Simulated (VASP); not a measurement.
Wanted: the native input for a VASP 6.6.1 run.

```yaml
Task: single point
Functional: PBEsol
Potentials_or_basis: VASP PAW PBE potentials, release 64 (Ag, Cl)
Cutoff: 520 eV
k_mesh: 8 × 8 × 8
Occupations: fermi-dirac, width 0.05 eV
Spin: no spin polarisation
Dipole_correction: no
Further_INCAR_settings: ALGO = Normal; EDIFF = 1e-07; NBANDS = 16
```

The structure of AgCl (Chlorargyrite) lies in POSCAR:

```
AgCl
1.0
    0.0000000000      2.7350000000      2.7350000000
    2.7350000000      0.0000000000      2.7350000000
    2.7350000000      2.7350000000      0.0000000000
Ag Cl
1 1
Direct
    0.0000000000      0.0000000000      0.0000000000
    0.5000000000      0.5000000000      0.5000000000
```

The input as run:

INCAR

```
SYSTEM = AgCl
PREC = Accurate
ENCUT = 520
EDIFF = 1E-7
ISMEAR = -1
SIGMA = 0.05
LREAL = .False.
LASPH = .True.
NELM = 100
ALGO = Normal
ISIF = 2
LWAVE = .False.
LCHARG = .False.
GGA = PS
NBANDS = 16
```

KPOINTS

```
regular mesh
0
Gamma
  8 8 8
  0 0 0
```

Potentials or basis: VASP PAW PBE potentials, release 64 (Ag, Cl).

Launch:

```bash
$ cat potpaw_PBE.64/Ag/POTCAR potpaw_PBE.64/Cl/POTCAR > POTCAR
$ mpirun -np 1 vasp_std > vasp.out
```

It gave:

```yaml
Pressure: -0.8 GPa
Band_gap_on_the_k_mesh: 0.72 eV, indirect (least direct gap 3.18 eV)
```

Caveat: the PAW data sets were made with another functional, which shifts forces and pressure a little.

It took 21 s on 1 thread of Intel(R) Xeon(R) Platinum 8259CL CPU @ 2.50GHz (Skylake/Cascade Lake) (shared host), peak memory 0.17 GiB.
